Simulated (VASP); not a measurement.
Here is a VASP 6.6.1 calculation.

The input INCAR:

```
SYSTEM = AgCl
PREC = Accurate ; ENCUT = 520
EDIFF = 1E-6 ; ISMEAR = -1
SIGMA = 0.02 ; LREAL = .False.
LASPH = .True. ; NELM = 100
ALGO = Normal ; ISIF = 2
LWAVE = .False. ; LCHARG = .False.
GGA = PE ; NBANDS = 16
```

File KPOINTS:

```
regular mesh
0
Gamma
  8 8 8
  0 0 0
```

The input POSCAR:

```
AgCl
1.0
    0.0000000000      2.7525824727      2.8147472500
    2.7525824727      0.0000000000      2.8147472500
    2.7525824727      2.7525824727      0.0000000000
Ag Cl
1 1
Direct
    0.5000000000      0.5000000000      0.5000000000
    0.0000000000      0.0000000000      0.0000000000
```

Potentials or basis: VASP PAW PBE potentials, release 64 (Ag, Cl).

Run with:

```bash
$ cat potpaw_PBE.64/Ag/POTCAR potpaw_PBE.64/Cl/POTCAR > POTCAR
$ mpirun -np 1 vasp_std > vasp.out
```

Problem. What does it give for the band gap on the k mesh?

Solution. 0.84 eV (least direct gap 3.18 eV).

Problem. Predict the pressure.

Solution. 1.5 GPa.

Stress tensor (GPa, compression positive):
```
1.70 0.00 0.00
0.00 1.70 0.00
0.00 0.00 1.15
```

 A k mesh can miss the band edges.
